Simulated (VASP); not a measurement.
# InSb (Pmmm) in VASP: further runs

Runs on InSb. Level: PBE+D3(BJ). Tasks: single point.

All numbers are computed with VASP 6.6.1; they aren't measurements. Logs are shortened: lines on timing, memory, paths and dates and some standing lists are left out, and cuts for length are marked.

## Step 1: The cell of the first run

It takes space group Pmmm (No. 47, orthorhombic). The conventional cell has a = 3.751 Å, b = 3.808 Å, c = 3.865 Å, α = 90.00°, β = 90.00°, γ = 90.00°. Within 4.3 Å of In (site symmetry mmm) lie 8 Sb at 3.30 Å and 6 In at 3.75 to 3.86 Å. Sb (site symmetry mmm) has 8 In at 3.30 Å and 6 Sb at 3.75 to 3.86 Å within 4.3 Å.

## Step 2: Single point, PBE+D3(BJ) (strain +0.0150 x Voigt [1, -1, 0, 0, 0, 0])

INCAR

```
SYSTEM = InSb
PREC = Accurate ; ENCUT = 520
EDIFF = 1E-6 ; ISMEAR = 0
SIGMA = 0.15 ; LREAL = .FALSE.
LASPH = .TRUE. ; NELM = 100
ALGO = Normal ; ISIF = 2
LWAVE = .FALSE. ; LCHARG = .FALSE.
GGA = PE ; IVDW = 12
NBANDS = 16
```

KPOINTS

```
Automatic mesh
0
G
  12 12 12
  0 0 0
```

POSCAR

```
InSb
1.0
    3.8647667800      0.0000000000      0.0000000000
    0.0000000000      3.7505372200      0.0000000000
    0.0000000000      0.0000000000      3.8076520000
In Sb
1 1
Direct
    0.0000000000      0.0000000000      0.0000000000
    0.5000000000      0.5000000000      0.5000000000
```

Potentials or basis: VASP PAW PBE potentials, release 64 (In_d, Sb).

The run is started by

```console
cat potpaw_PBE.64/In_d/POTCAR potpaw_PBE.64/Sb/POTCAR > POTCAR
mpirun -np 1 vasp_std > vasp.out
```

OUTCAR:

```text
SYSTEM = InSb
   PREC = Accurate
   ENCUT = 520
   EDIFF = 1E-6
   ISMEAR = 0
   LREAL = .FALSE.
   LASPH = .TRUE.
   NELM = 100
   ISIF = 2
   GGA = PE
   IVDW = 12
 IVDW          = 12

 ion  position               nearest neighbor table
   1  0.000  0.000  0.000-   2 3.30   2 3.30   2 3.30   2 3.30   2 3.30   2 3.30   2 3.30   2 3.30

   2  0.500  0.500  0.500-   1 3.30   1 3.30   1 3.30   1 3.30   1 3.30   1 3.30   1 3.30   1 3.30

  LATTYP: Found a simple orthorhombic cell.
 ALAT       =     3.7505372200
 B/A-ratio  =     1.0152284264
 C/A-ratio  =     1.0304568528

  Lattice vectors:

 A1 = (   0.0000000000,   3.7505372200,   0.0000000000)
 A2 = (   0.0000000000,   0.0000000000,   3.8076520000)
 A3 = (   3.8647667800,   0.0000000000,   0.0000000000)

Analysis of symmetry for initial positions (statically):
=====================================================================
 Subroutine PRICEL returns:
 Original cell was already a primitive cell.

 Routine SETGRP: Setting up the symmetry group for a
 simple orthorhombic supercell.

 Subroutine GETGRP returns: Found  8 space group operations
 (whereof  8 operations were pure point group operations)
 out of a pool of  8 trial point group operations.

The static configuration has the point symmetry D_2h.

Analysis of symmetry for dynamics (positions and initial velocities):
=====================================================================
 Subroutine PRICEL returns:
 Original cell was already a primitive cell.

 Routine SETGRP: Setting up the symmetry group for a
 simple orthorhombic supercell.

 Subroutine GETGRP returns: Found  8 space group operations
 (whereof  8 operations were pure point group operations)
 out of a pool of  8 trial point group operations.

The dynamic configuration has the point symmetry D_2h.

 Subroutine INISYM returns: Found  8 space group operations
 (whereof  8 operations are pure point group operations),
 and found     1 'primitive' translations

----------------------------------------------------------------------------------------

                                     Primitive cell

  volume of cell :      55.1917

  direct lattice vectors                    reciprocal lattice vectors
     3.864766780  0.000000000  0.000000000     0.258747825  0.000000000  0.000000000
     0.000000000  3.750537220  0.000000000     0.000000000  0.266628470  0.000000000
     0.000000000  0.000000000  3.807652000     0.000000000  0.000000000  0.262629043

  length of vectors
     3.864766780  3.750537220  3.807652000     0.258747825  0.266628470  0.262629043

  position of ions in fractional coordinates (direct lattice)
     0.000000000  0.000000000  0.000000000
     0.500000000  0.500000000  0.500000000

  ion indices of the primitive-cell ions
   primitive index   ion index
                 1           1
                 2           2

----------------------------------------------------------------------------------------

 KPOINTS: Automatic mesh

Automatic generation of k-mesh.
 Grid dimensions read from file:
 generate k-points for:   12   12   12

 Generating k-lattice:

  Cartesian coordinates                     Fractional coordinates (reciprocal lattice)
     0.021562319  0.000000000  0.000000000     0.083333333  0.000000000  0.000000000
     0.000000000  0.022219039  0.000000000     0.000000000  0.083333333  0.000000000
     0.000000000  0.000000000  0.021885754     0.000000000  0.000000000  0.083333333

  Length of vectors
     0.021562319  0.022219039  0.021885754

  Shift w.r.t. Gamma in fractional coordinates (k-lattice)
     0.000000000  0.000000000  0.000000000

 Subroutine IBZKPT returns following result:
 ===========================================

 Found    343 irreducible k-points:

 Following reciprocal coordinates:
            Coordinates               Weight
  0.000000  0.000000  0.000000      1.000000
  0.083333  0.000000  0.000000      2.000000
  0.166667  0.000000  0.000000      2.000000
  0.250000  0.000000  0.000000      2.000000
  0.333333  0.000000  0.000000      2.000000
  0.416667  0.000000  0.000000      2.000000
[... 16 lines left out ...]
  0.083333  0.250000  0.000000      4.000000
  0.166667  0.250000  0.000000      4.000000
 [... further k-points ...]
   k-points           NKPTS =    343   k-points in BZ     NKDIM =    343   number of bands    NBANDS=     16
   number of dos      NEDOS =    301   number of ions     NIONS =      2
   total plane-waves  NPLWV =  23520
   dimension x,y,z NGX =    30 NGY =   28 NGZ =   28
   dimension x,y,z NGXF=    60 NGYF=   56 NGZF=   56
   ions per type =               1   1
   NGX,Y,Z   is equivalent  to a cutoff of  12.90, 12.41, 12.23 a.u.
   NGXF,Y,Z  is equivalent  to a cutoff of  25.81, 24.82, 24.45 a.u.
 SYSTEM =  InSb
   PREC   = accura    normal or accurate (medium, high low for compatibility)
   ISTART =      0    job   : 0-new  1-cont  2-samecut
   ICHARG =      2    charge: 1-file 2-atom 10-const
   ISPIN  =      1    spin polarized calculation?
   LNONCOLLINEAR =      F non collinear calculations
   LSORBIT =      F    spin-orbit coupling
   LASPH  =      T    aspherical Exc in radial PAW
   ENCUT  =  520.0 eV  38.22 Ry    6.18 a.u.   7.19  6.97  7.08*2*pi/ulx,y,z
   NELM   =    100;   NELMIN=  2; NELMDL= -5     # of ELM steps
   EDIFF  = 0.1E-05   stopping-criterion for ELM
   LREAL  =      F    real-space projection
   EDIFFG = 0.1E-04   stopping-criterion for IOM
   NSW    =      0    number of steps for IOM
   IBRION =     -1    ionic relax: 0-MD 1-quasi-New 2-CG
   NFREE  =      0    steps in history (QN), initial steepest desc. (CG)
   ISIF   =      2    stress and relaxation
   ISYM   =      2    0-nonsym 1-usesym 2-fastsym
   POTIM  = 0.5000    time-step for ionic-motion
   TEBEG  =    0.0;   TEEND  =   0.0 temperature during run
   PSTRESS=    0.0 pullay stress
   NELECT =      18.0000    total number of electrons
   NUPDOWN=      -1.0000    fix difference up-down
   EMIN   =  10.00;   EMAX   =-10.00  energy-range for DOS
   EFERMI =   0.00;   METHOD = LEGACY
   ISMEAR =     0;   SIGMA  =   0.15  broadening in eV -4-tet -1-fermi 0-gaus
   EFERMI_NEDOS =   21; number of points for ismear=-14 and -15
   IALGO  =     38    algorithm
   IMIX   =      4    mixing-type and parameters
     AMIX     =   0.40;   BMIX     =  1.00
     AMIX_MAG =   1.60;   BMIX_MAG =  1.00
  volume/ion in A,a.u.               =      27.60       186.23
  Fermi-wavevector in a.u.,A,eV,Ry     =   1.126871  2.129478 17.277208  1.269839
  Thomas-Fermi vector in A             =   2.263555
   LORBIT       =      0    0 simple, 1 ext, 2 COOP (PROOUT), +10 PAW based schemes
   GGA     = PE    functional components
   LHFCALC =     F    Hartree Fock is set to
   AEXX    =    0.0000 exact exchange contribution
   IVDW    =    12    specifies the selected vdW correction
   LEPSILON=     F    determine dielectric tensor
   LRPA    =     F    only Hartree local field effects (RPA)
 non-spin polarized calculation
 Gauss-broadening in eV      SIGMA  =   0.15
  energy-cutoff  :      520.00
  volume of cell :       55.19
 maximum number of plane-waves:      1508
 NGX is ok and might be reduce to    30
   NGX = 15   NGY = 13   NGZ = 15

 number of electron      17.9999996 magnetization

 Free energy of the ion-electron system (eV)
  ---------------------------------------------------
  ext. energy  EPLUGINS =         0.00000000
  ---------------------------------------------------
  free energy    TOTEN  =        -6.50559601 eV

  energy without entropy =       -6.49452135  energy(sigma->0) =       -6.50005868

 E-fermi :   7.4226     XC(G=0): -10.0596

 val. band max:        7.4199095565   @ k =   0.0833   0.0833   0.5000
 cond. band min:       7.4263599639   @ k =   0.1667   0.5000   0.1667
 fundamental gap:      0.0064504074
 Fermi energy:         7.4225704906

 k-point     1 :       0.0000    0.0000    0.0000
  band No.  band energies     occupation
      1      -7.0669      2.00000
      2      -7.0527      2.00000
      3      -6.9567      2.00000
      4      -6.9540      2.00000
      5      -6.9521      2.00000
      6      -3.8650      2.00000
[... 8 lines left out ...]
     15      15.7727      0.00000
     16      19.2515      0.00000

 k-point     2 :       0.0833    0.0000    0.0000
  band No.  band energies     occupation
      1      -7.0661      2.00000
      2      -7.0472      2.00000
      3      -6.9594      2.00000
      4      -6.9566      2.00000
      5      -6.9519      2.00000
      6      -3.8020      2.00000
[... 8 lines left out ...]
     15      15.4255      0.00000
     16      18.8246      0.00000

 k-point     3 :       0.1667    0.0000    0.0000
  band No.  band energies     occupation
      1      -7.0647      2.00000
      2      -7.0318      2.00000
      3      -6.9667      2.00000
      4      -6.9637      2.00000
      5      -6.9516      2.00000
      6      -3.6158      2.00000
[... 8 lines left out ...]
     15      14.5866      0.00000
     16      17.6593      0.00000

 k-point     4 :       0.2500    0.0000    0.0000
  band No.  band energies     occupation
      1      -7.0630      2.00000
      2      -7.0106      2.00000
      3      -6.9767      2.00000
      4      -6.9733      2.00000
      5      -6.9511      2.00000
      6      -3.3176      2.00000
[... 8 lines left out ...]
     15      14.8656      0.00000
     16      16.5770      0.00000
[... 324 lines left out ...]
 k-point    22 :       0.0000    0.2500    0.0000
  band No.  band energies     occupation
      1      -7.0498      2.00000
      2      -7.0106      2.00000
      3      -6.9796      2.00000
      4      -6.9768      2.00000
      5      -6.9552      2.00000
      6      -3.2693      2.00000
[... 8 lines left out ...]
     15      15.5572      0.00000
     16      16.6943      0.00000

 k-point    23 :       0.0833    0.2500    0.0000
  band No.  band energies     occupation
      1      -7.0460      2.00000
      2      -7.0078      2.00000
      3      -6.9843      2.00000
      4      -6.9765      2.00000
      5      -6.9574      2.00000
      6      -3.2048      2.00000
[... 8 lines left out ...]
     15      15.6455      0.00000
     16      17.0102      0.00000

 k-point    24 :       0.1667    0.2500    0.0000
  band No.  band energies     occupation
      1      -7.0379      2.00000
      2      -6.9981      2.00000
      3      -6.9970      2.00000
      4      -6.9756      2.00000
      5      -6.9635      2.00000
      6      -3.0153      2.00000
[... 8 lines left out ...]
     15      15.8421      0.00000
     16      17.0822      0.00000

 [... further k-points ...]

------------------------ aborting loop because EDIFF is reached ----------------------------------------

 Edisp (eV)   -0.81860

 E8    (eV) :    -0.3913

  FORCE on cell =-STRESS in cart. coord.  units (eV):
  Direction    XX          YY          ZZ          XY          YZ          ZX
  --------------------------------------------------------------------------------------
  -------------------------------------------------------------------------------------
  Total      -0.85599    -0.93695    -0.86513     0.00000     0.00000     0.00000
  in kB     -24.84891   -27.19915   -25.11407     0.00000     0.00000     0.00000
  external pressure =      -25.72 kB  Pullay stress =        0.00 kB

 VOLUME and BASIS-vectors are now :
 -----------------------------------------------------------------------------
  energy-cutoff  :      520.00
  volume of cell :       55.19
      direct lattice vectors                 reciprocal lattice vectors
     3.864766780  0.000000000  0.000000000     0.258747825  0.000000000  0.000000000
     0.000000000  3.750537220  0.000000000     0.000000000  0.266628470  0.000000000
     0.000000000  0.000000000  3.807652000     0.000000000  0.000000000  0.262629043

 POSITION                                       TOTAL-FORCE (eV/Angst)
 -----------------------------------------------------------------------------------
      0.00000      0.00000      0.00000         0.000000      0.000000      0.000000
      1.93238      1.87527      1.90383         0.000000      0.000000      0.000000
 -----------------------------------------------------------------------------------
    total drift:                                0.000000     -0.000000     -0.000000

  FREE ENERGIE OF THE ION-ELECTRON SYSTEM (eV)
  ---------------------------------------------------
  free  energy   TOTEN  =        -7.3241956171 eV

  energy  without entropy=       -7.3131209633  energy(sigma->0) =       -7.31865829
```

It took 4.4 min on 1 thread of Intel Xeon Platinum 8259CL at 2.50GHz (Skylake/Cascade Lake), shared host; peak memory 0.42 GiB.

Results:

```yaml
Free_energy: -7.3242 eV
Pressure: -2.6 GPa
Band_gap_on_the_k_mesh: zero (bands 9 and 10 overlap by 3.46 eV)
Dispersion_energy_per_atom: -0.409 eV
```

Stress tensor (GPa, compression positive):
```
-2.48  0.00  0.00
 0.00 -2.72  0.00
 0.00  0.00 -2.51
```

Levels at points of the mesh, in eV from the Fermi level:
| k point | band 7 | band 8 | band 9 | band 10 | band 11 | band 12 |
| --- | --- | --- | --- | --- | --- | --- |
| (0.00, 0.00, 0.00) | -2.17 | -0.86 | -0.61 | -0.34 | 4.02 | 4.24 |
| (0.50, 0.00, 0.00) | -7.03 | 1.16 | 1.38 | 2.36 | 2.62 | 3.79 |
| (0.00, 0.50, 0.00) | -6.89 | 1.07 | 1.28 | 2.07 | 2.32 | 3.65 |
| (0.50, 0.50, 0.00) | -4.32 | -4.23 | -4.18 | 1.88 | 5.61 | 5.65 |
| (0.00, 0.00, 0.50) | -6.96 | 1.01 | 1.44 | 2.20 | 2.45 | 3.58 |
| (0.50, 0.00, 0.50) | -4.33 | -4.29 | -4.29 | 2.03 | 5.82 | 5.91 |
| (0.00, 0.50, 0.50) | -4.26 | -4.22 | -4.08 | 1.73 | 5.41 | 5.43 |
| (0.50, 0.50, 0.50) | -2.40 | -2.17 | -2.07 | -1.96 | -0.39 | -0.33 |

Caveat: the cell differs from its parent crystal (strain +0.0150 x Voigt [1, -1, 0, 0, 0, 0]); spin-orbit coupling is left out, which moves the levels of the heavy elements.

[end of part 1 of 2]
